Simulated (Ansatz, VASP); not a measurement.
**Two plane-wave programs on LiTe3P4**

```
Li Te P
1.0
     5.51155    0.00000    0.00000
     0.00000    5.51155    0.00000
     0.00000    0.00000    5.51155
Li Te P
1 3 4
Direct
  0.50000 0.50000 0.50000
  0.00000 0.50000 0.50000
  0.50000 0.00000 0.50000
  0.50000 0.50000 0.00000
  0.50000 0.00000 0.00000
  0.00000 0.50000 0.00000
  0.00000 0.00000 0.50000
  0.00000 0.00000 0.00000
```

Alike in both runs: task relaxation of cell and atoms; functional PBE; k mesh 8 × 8 × 8; occupations gaussian, width 0.1 eV; no spin polarisation.

|  | VASP | Ansatz |
| --- | --- | --- |
| version | VASP 6.6.1 | Ansatz 0.2.0 |
| potentials or method | VASP PAW PBE potentials, release 64 (Li_sv, Te, P), cutoff 600 eV | scalar-relativistic, plane waves, PAW |
| valence electrons in the cell | 41 | 71 |

VASP gave:

| Quantity | Value |
| --- | --- |
| gap on the k mesh at the Fermi level, each at its own relaxed structure (eV) | none |
| relaxed volume (Å³/atom) | 21.14 |
| relaxed length of the cell vector where the two differ most in proportion (Å) | 5.530 |

Question: What did Ansatz give for the same quantities?

Answer: gap on the k mesh at the Fermi level, each at its own relaxed structure (eV): none; relaxed volume (Å³/atom): 21.17; relaxed length of the cell vector where the two differ most in proportion (Å): 5.533.

A gap of «none» marks a metal or a gap that the smearing closes. VASP's potentials hold 41 valence electrons a cell and Ansatz's 71, so a difference there can come from the potentials and not from the codes.

Neither program's run includes spin-orbit coupling. Noted on VASP's run: the cutoff is under 1.25 times that of the potentials, so the pressure is a little rough; too few bands were computed for a metal, which touches its energy and stress.
